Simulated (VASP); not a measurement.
A run of VASP 6.6.1 is set up as follows.

Contents of POSCAR:

```
Si
1.0
    0.0000000000      2.7755073296      2.7755073296
    2.7755073296      0.0000000000      2.7755073296
    2.7755073296      2.7755073296      0.0000000000
Si
2
Direct
    0.0000000000      0.0000000000      0.0000000000
    0.2500000000      0.2500000000      0.2500000000
```

File INCAR.step1:

```
ALGO     = Normal         # electronic algorithm
EDIFF    = 1E-4           # SCF threshold, eV
ENCUT    = 520            # plane-wave cutoff, eV
GGA      = PE             # functional
ISMEAR   = 0              # smearing method
LASPH    = T              # aspherical terms in the spheres
LCHARG   = F              # write CHGCAR
LREAL    = F              # projectors in reciprocal space
LWAVE    = T              # write WAVECAR
NBANDS   = 11             # bands
NELM     = 100            # most SCF steps
PREC     = Accurate       # precision mode
SIGMA    = 0.01           # smearing width, eV
```

Contents of INCAR.step2:

```
ALGO     = Normal         # electronic algorithm
EDIFF    = 1E-6           # SCF threshold, eV
ENCUT    = 520            # plane-wave cutoff, eV
ISIF     = 2              # what is computed and relaxed
ISMEAR   = 0              # smearing method
ISTART   = 1            
LASPH    = T              # aspherical terms in the spheres
LCHARG   = F              # write CHGCAR
LMIXTAU  = T            
LREAL    = F              # projectors in reciprocal space
LWAVE    = F              # write WAVECAR
METAGGA  = R2SCAN         # meta-GGA
NBANDS   = 11             # bands
NELM     = 100            # most SCF steps
PREC     = Accurate       # precision mode
SIGMA    = 0.01           # smearing width, eV
```

KPOINTS

```
k-points
0
Gamma
  6 6 6
```

Potentials or basis: VASP PAW PBE potentials, release 64 (Si).

Launch:

```console
$ cat potpaw_PBE.64/Si/POTCAR > POTCAR
$ cp INCAR.step1 INCAR
$ mpirun -np 1 vasp_std > vasp.out
$ cp INCAR.step2 INCAR
$ mpirun -np 1 vasp_std > vasp.out
```

(1) What does it give for the pressure?

(2) Estimate the band gap on the k mesh.

Answers

(1) -5.2 GPa.

(2) 1.01 eV, indirect (least direct gap 2.72 eV).

Caveat: the PAW data sets were made with another functional, which shifts forces and pressure a little.
